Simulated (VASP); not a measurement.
# Cs2ZnSbCl6 (Fm-3m) in VASP: single point with PBE

Aim: the single point of Cs2ZnSbCl6 with PBE.

All numbers are computed with VASP 6.6.1; they aren't measurements. Logs are shortened: lines on timing, memory, paths and dates and some standing lists are left out, and cuts for length are marked.

**1. The cell of the first run**

It takes space group Fm-3m (No. 225, cubic). The conventional cell has a = 10.761 Å, b = 10.761 Å, c = 10.761 Å, α = 90.00°, β = 90.00°, γ = 90.00°. Cs (site symmetry -43m) has 12 Cl at 3.80 Å and 4 Sb at 4.66 Å and 4 Zn at 4.66 Å within 5.0 Å. Within 3.5 Å of Sb (site symmetry m-3m) lie 6 Cl at 2.65 Å. Zn (site symmetry m-3m) has 6 Cl at 2.73 Å within 3.6 Å. Within 3.5 Å of Cl (site symmetry 4mm) lie 1 Sb at 2.65 Å and 1 Zn at 2.73 Å.

**2. Single point, PBE**

Contents of INCAR:

```
SYSTEM = Cs2ZnSbCl6
  PREC = Accurate
  ENCUT = 520
  EDIFF = 1E-7
  ISMEAR = -1
  SIGMA = 0.0312
  LREAL = .False.
  LASPH = .True.
  NELM = 100
  ALGO = Normal
  ISIF = 2
  LWAVE = .False.
  LCHARG = .False.
  GGA = PE
  NBANDS = 50
```

Contents of KPOINTS:

```
Automatic mesh
0
Gamma
  6 6 6
  0 0 0
```

Contents of POSCAR:

```
Cs2ZnSbCl6
1.0
    0.0000000000      5.3806620000      5.3806620000
    5.3806620000      0.0000000000      5.3806620000
    5.3806620000      5.3806620000      0.0000000000
Cs Sb Zn Cl
2 1 1 6
Direct
    0.2500000000      0.2500000000      0.2500000000
    0.7500000000      0.7500000000      0.7500000000
    0.0000000000      0.0000000000      0.0000000000
    0.5000000000      0.5000000000      0.5000000000
    0.7537300000      0.2462700000      0.2462700000
    0.2462700000      0.7537300000      0.2462700000
    0.2462700000      0.7537300000      0.7537300000
    0.7537300000      0.2462700000      0.7537300000
    0.2462700000      0.2462700000      0.7537300000
    0.7537300000      0.7537300000      0.2462700000
```

Potentials or basis: VASP PAW PBE potentials, release 64 (Cs_sv, Sb, Zn, Cl).

Run with:

```
$ cat potpaw_PBE.64/Cs_sv/POTCAR potpaw_PBE.64/Sb/POTCAR potpaw_PBE.64/Zn/POTCAR potpaw_PBE.64/Cl/POTCAR > POTCAR
$ mpirun -np 1 vasp_std > vasp.out
```

OUTCAR:

```text
SYSTEM = Cs2ZnSbCl6
   PREC = Accurate
   ENCUT = 520
   EDIFF = 1E-7
   ISMEAR = -1
   LREAL = .False.
   LASPH = .True.
   NELM = 100
   ISIF = 2
   GGA = PE

 ion  position               nearest neighbor table
   1  0.250  0.250  0.250-
   2  0.750  0.750  0.750-
   3  0.000  0.000  0.000-   5 2.65   6 2.65   7 2.65   8 2.65   9 2.65  10 2.65
   4  0.500  0.500  0.500-   5 2.73   6 2.73   7 2.73   8 2.73   9 2.73  10 2.73
   5  0.754  0.246  0.246-   3 2.65   4 2.73
   6  0.246  0.754  0.246-   3 2.65   4 2.73
   7  0.246  0.754  0.754-   3 2.65   4 2.73
   8  0.754  0.246  0.754-   3 2.65   4 2.73
   9  0.246  0.246  0.754-   3 2.65   4 2.73
  10  0.754  0.754  0.246-   3 2.65   4 2.73

  LATTYP: Found a face centered cubic cell.
 ALAT       =    10.7613240000

  Lattice vectors:

 A1 = (   0.0000000000,   5.3806620000,   5.3806620000)
 A2 = (   5.3806620000,   0.0000000000,   5.3806620000)
 A3 = (   5.3806620000,   5.3806620000,   0.0000000000)

Analysis of symmetry for initial positions (statically):
=====================================================================
 Subroutine PRICEL returns:
 Original cell was already a primitive cell.

 Routine SETGRP: Setting up the symmetry group for a
 face centered cubic supercell.

 Subroutine GETGRP returns: Found 48 space group operations
 (whereof 48 operations were pure point group operations)
 out of a pool of 48 trial point group operations.

The static configuration has the point symmetry O_h .

Analysis of symmetry for dynamics (positions and initial velocities):
=====================================================================
 Subroutine PRICEL returns:
 Original cell was already a primitive cell.

 Routine SETGRP: Setting up the symmetry group for a
 face centered cubic supercell.

 Subroutine GETGRP returns: Found 48 space group operations
 (whereof 48 operations were pure point group operations)
 out of a pool of 48 trial point group operations.

The dynamic configuration has the point symmetry O_h .

 Subroutine INISYM returns: Found 48 space group operations
 (whereof 48 operations are pure point group operations),
 and found     1 'primitive' translations

----------------------------------------------------------------------------------------

                                     Primitive cell

  volume of cell :     311.5567

  direct lattice vectors                    reciprocal lattice vectors
     0.000000000  5.380662000  5.380662000    -0.092925369  0.092925369  0.092925369
     5.380662000  0.000000000  5.380662000     0.092925369 -0.092925369  0.092925369
     5.380662000  5.380662000  0.000000000     0.092925369  0.092925369 -0.092925369

  length of vectors
     7.609405175  7.609405175  7.609405175     0.160951460  0.160951460  0.160951460

  position of ions in fractional coordinates (direct lattice)
     0.250000000  0.250000000  0.250000000
     0.750000000  0.750000000  0.750000000
     0.000000000  0.000000000  0.000000000
     0.500000000  0.500000000  0.500000000
     0.753730000  0.246270000  0.246270000
     0.246270000  0.753730000  0.246270000
     0.246270000  0.753730000  0.753730000
     0.753730000  0.246270000  0.753730000
     0.246270000  0.246270000  0.753730000
     0.753730000  0.753730000  0.246270000

  ion indices of the primitive-cell ions
   primitive index   ion index
                 1           1
                 2           2
                 3           3
                 4           4
                 5           5
                 6           6
                 7           7
                 8           8
                 9           9
                10          10

----------------------------------------------------------------------------------------

 KPOINTS: Automatic mesh

Automatic generation of k-mesh.
 Grid dimensions read from file:
 generate k-points for:    6    6    6

 Generating k-lattice:

  Cartesian coordinates                     Fractional coordinates (reciprocal lattice)
    -0.015487561  0.015487561  0.015487561     0.166666667  0.000000000  0.000000000
     0.015487561 -0.015487561  0.015487561     0.000000000  0.166666667  0.000000000
     0.015487561  0.015487561 -0.015487561     0.000000000  0.000000000  0.166666667

  Length of vectors
     0.026825243  0.026825243  0.026825243

  Shift w.r.t. Gamma in fractional coordinates (k-lattice)
     0.000000000  0.000000000  0.000000000

 Subroutine IBZKPT returns following result:
 ===========================================

 Found     16 irreducible k-points:

 Following reciprocal coordinates:
            Coordinates               Weight
  0.000000  0.000000  0.000000      1.000000
  0.166667  0.000000  0.000000      8.000000
  0.333333  0.000000  0.000000      8.000000
  0.500000  0.000000  0.000000      4.000000
  0.166667  0.166667  0.000000      6.000000
  0.333333  0.166667  0.000000     24.000000
[... 8 lines left out ...]
 -0.333333  0.333333  0.166667     24.000000
 -0.333333  0.500000  0.166667     12.000000
   k-points           NKPTS =     16   k-points in BZ     NKDIM =     16   number of bands    NBANDS=     50
   number of dos      NEDOS =    301   number of ions     NIONS =     10
   total plane-waves  NPLWV = 216000
   dimension x,y,z NGX =    60 NGY =   60 NGZ =   60
   dimension x,y,z NGXF=   120 NGYF=  120 NGZF=  120
   ions per type =               2   1   1   6
   NGX,Y,Z   is equivalent  to a cutoff of  13.11, 13.11, 13.11 a.u.
   NGXF,Y,Z  is equivalent  to a cutoff of  26.22, 26.22, 26.22 a.u.
 SYSTEM =  Cs2ZnSbCl6
   PREC   = accura    normal or accurate (medium, high low for compatibility)
   ISTART =      0    job   : 0-new  1-cont  2-samecut
   ICHARG =      2    charge: 1-file 2-atom 10-const
   ISPIN  =      1    spin polarized calculation?
   LNONCOLLINEAR =      F non collinear calculations
   LSORBIT =      F    spin-orbit coupling
   LASPH  =      T    aspherical Exc in radial PAW
   ENCUT  =  520.0 eV  38.22 Ry    6.18 a.u.  14.15 14.15 14.15*2*pi/ulx,y,z
   NELM   =    100;   NELMIN=  2; NELMDL= -5     # of ELM steps
   EDIFF  = 0.1E-06   stopping-criterion for ELM
   LREAL  =      F    real-space projection
   EDIFFG = 0.1E-05   stopping-criterion for IOM
   NSW    =      0    number of steps for IOM
   IBRION =     -1    ionic relax: 0-MD 1-quasi-New 2-CG
   NFREE  =      0    steps in history (QN), initial steepest desc. (CG)
   ISIF   =      2    stress and relaxation
   ISYM   =      2    0-nonsym 1-usesym 2-fastsym
   POTIM  = 0.5000    time-step for ionic-motion
   TEBEG  =    0.0;   TEEND  =   0.0 temperature during run
   PSTRESS=    0.0 pullay stress
   NELECT =      77.0000    total number of electrons
   NUPDOWN=      -1.0000    fix difference up-down
   EMIN   =  10.00;   EMAX   =-10.00  energy-range for DOS
   EFERMI =   0.00;   METHOD = LEGACY
   ISMEAR =    -1;   SIGMA  =   0.03  broadening in eV -4-tet -1-fermi 0-gaus
   EFERMI_NEDOS =   21; number of points for ismear=-14 and -15
   IALGO  =     38    algorithm
   IMIX   =      4    mixing-type and parameters
     AMIX     =   0.40;   BMIX     =  1.00
     AMIX_MAG =   1.60;   BMIX_MAG =  1.00
  volume/ion in A,a.u.               =      31.16       210.25
  Fermi-wavevector in a.u.,A,eV,Ry     =   1.027368  1.941444 14.360745  1.055485
  Thomas-Fermi vector in A             =   2.161309
   LORBIT       =      0    0 simple, 1 ext, 2 COOP (PROOUT), +10 PAW based schemes
   GGA     = PE    functional components
   LHFCALC =     F    Hartree Fock is set to
   AEXX    =    0.0000 exact exchange contribution
   IVDW    =     0    specifies the selected vdW correction
   LEPSILON=     F    determine dielectric tensor
   LRPA    =     F    only Hartree local field effects (RPA)
 non-spin polarized calculation
  energy-cutoff  :      520.00
  volume of cell :      311.56
 maximum number of plane-waves:      8423
 NGX is ok and might be reduce to    60
   NGX = 29   NGY = 29   NGZ = 29

 number of electron      77.0000024 magnetization

 Free energy of the ion-electron system (eV)
  ---------------------------------------------------
  ext. energy  EPLUGINS =         0.00000000
  ---------------------------------------------------
  free energy    TOTEN  =       -30.81169656 eV

  energy without entropy =      -30.80473340  energy(sigma->0) =      -30.80821498

 E-fermi :   2.6195     XC(G=0):  -8.1692

 val. band max:        2.4979929373   @ k =  -0.3333   0.3333   0.0000
 cond. band min:       2.6212318907   @ k =   0.5000   0.3333   0.1667
 fundamental gap:      0.1232389534
 Fermi energy:         2.6195073687

 k-point     1 :       0.0000    0.0000    0.0000
  band No.  band energies     occupation
      1     -19.2422      2.00000
      2     -19.2304      2.00000
      3     -13.7156      2.00000
      4     -13.1518      2.00000
      5     -13.1518      2.00000
      6     -13.1518      2.00000
[... 42 lines left out ...]
     49       7.3333      0.00000
     50       7.4164      0.00000

 k-point     2 :       0.1667    0.0000    0.0000
  band No.  band energies     occupation
      1     -19.2413      2.00000
      2     -19.2310      2.00000
      3     -13.6961      2.00000
      4     -13.1836      2.00000
      5     -13.1424      2.00000
      6     -13.1424      2.00000
[... 42 lines left out ...]
     49       7.3979      0.00000
     50       7.5005      0.00000

 k-point     3 :       0.3333    0.0000    0.0000
  band No.  band energies     occupation
      1     -19.2387      2.00000
      2     -19.2329      2.00000
      3     -13.6483      2.00000
      4     -13.2557      2.00000
      5     -13.1193      2.00000
      6     -13.1193      2.00000
[... 678 lines left out ...]
     49       7.7835      0.00000
     50       8.0414      0.00000

 k-point    16 :      -0.3333    0.5000    0.1667
  band No.  band energies     occupation
      1     -19.2364      2.00000
      2     -19.2344      2.00000
      3     -13.5959      2.00000
      4     -13.2232      2.00000
      5     -13.1597      2.00000
      6     -13.1568      2.00000
[... 42 lines left out ...]
     49       7.9419      0.00000
     50       7.9658      0.00000

------------------------ aborting loop because EDIFF is reached ----------------------------------------

  FORCE on cell =-STRESS in cart. coord.  units (eV):
  Direction    XX          YY          ZZ          XY          YZ          ZX
  --------------------------------------------------------------------------------------
  -------------------------------------------------------------------------------------
  Total        0.9767660      0.9767660      0.9767660      0.0000000      0.0000000      0.0000000
  in kB        5.0230094      5.0230094      5.0230094      0.0000000      0.0000000      0.0000000
  external PRESSURE =       5.0230094 kB  Pullay stress =       0.0000000 kB

 VOLUME and BASIS-vectors are now :
 -----------------------------------------------------------------------------
  energy-cutoff  :      520.00
  volume of cell :      311.56
      direct lattice vectors                 reciprocal lattice vectors
     0.000000000  5.380662000  5.380662000    -0.092925369  0.092925369  0.092925369
     5.380662000  0.000000000  5.380662000     0.092925369 -0.092925369  0.092925369
     5.380662000  5.380662000  0.000000000     0.092925369  0.092925369 -0.092925369

 POSITION                                       TOTAL-FORCE (eV/Angst)
 -----------------------------------------------------------------------------------
      2.69033      2.69033      2.69033        -0.000000      0.000000      0.000000
      8.07099      8.07099      8.07099         0.000000      0.000000      0.000000
      0.00000      0.00000      0.00000        -0.000000      0.000000      0.000000
      5.38066      5.38066      5.38066        -0.000000      0.000000      0.000000
      2.65019      5.38066      5.38066         0.392108      0.000000      0.000000
      5.38066      2.65019      5.38066        -0.000000      0.392108      0.000000
      8.11113      5.38066      5.38066        -0.392108      0.000000      0.000000
      5.38066      8.11113      5.38066        -0.000000     -0.392108      0.000000
      5.38066      5.38066      2.65019        -0.000000      0.000000      0.392108
      5.38066      5.38066      8.11113        -0.000000      0.000000     -0.392108
 -----------------------------------------------------------------------------------
    total drift:                                0.000000      0.000000      0.000000

  FREE ENERGIE OF THE ION-ELECTRON SYSTEM (eV)
  ---------------------------------------------------
  free  energy   TOTEN  =       -30.8116965576 eV

  energy  without entropy=      -30.8047333956  energy(sigma->0) =      -30.80821498
```

Wall time 6.6 min (1 thread of Intel Xeon Platinum 8259CL at 2.50GHz (Skylake/Cascade Lake), shared host); peak memory 0.65 GiB.

What came out:

```
Free energy            : -30.8117 eV
Pressure               : 0.5 GPa
Largest force          : 0.392 eV/Å
Band gap on the k mesh : zero (an odd number of electrons rules out a gap without spin polarisation)
```

Forces in eV/Å, atoms in the order of the input:
```
Cs   0.000  0.000  0.000
Cs   0.000  0.000  0.000
Sb   0.000  0.000  0.000
Zn   0.000  0.000  0.000
Cl   0.392  0.000  0.000
Cl   0.000  0.392  0.000
Cl  -0.392  0.000  0.000
Cl   0.000 -0.392  0.000
Cl   0.000  0.000  0.392
Cl   0.000  0.000 -0.392
```

Levels at points of the mesh, in eV from the Fermi level:
| k point | band 34 | band 35 | band 36 | band 37 | band 38 | band 39 | band 40 | band 41 | band 42 | band 43 |
| --- | --- | --- | --- | --- | --- | --- | --- | --- | --- | --- |
| (0.00, 0.00, 0.00) | -3.36 | -3.36 | -3.03 | -3.03 | -3.03 | 1.10 | 1.10 | 1.10 | 1.76 | 3.02 |
| (0.50, 0.00, 0.00) | -3.32 | -3.27 | -3.27 | -3.25 | -2.39 | -0.83 | 2.26 | 2.26 | 3.49 | 4.07 |
| (0.50, 0.50, 0.00) | -3.58 | -3.53 | -3.53 | -3.04 | -1.90 | 0.95 | 1.59 | 1.59 | 1.97 | 4.25 |

Caveat: spin-orbit coupling is left out, which moves the levels of the heavy elements; an odd number of electrons without spin polarisation forces a metal; a magnetic or distorted state may lie lower.

The gap in the log of VASP goes by the Fermi energy; the results here count the filled bands.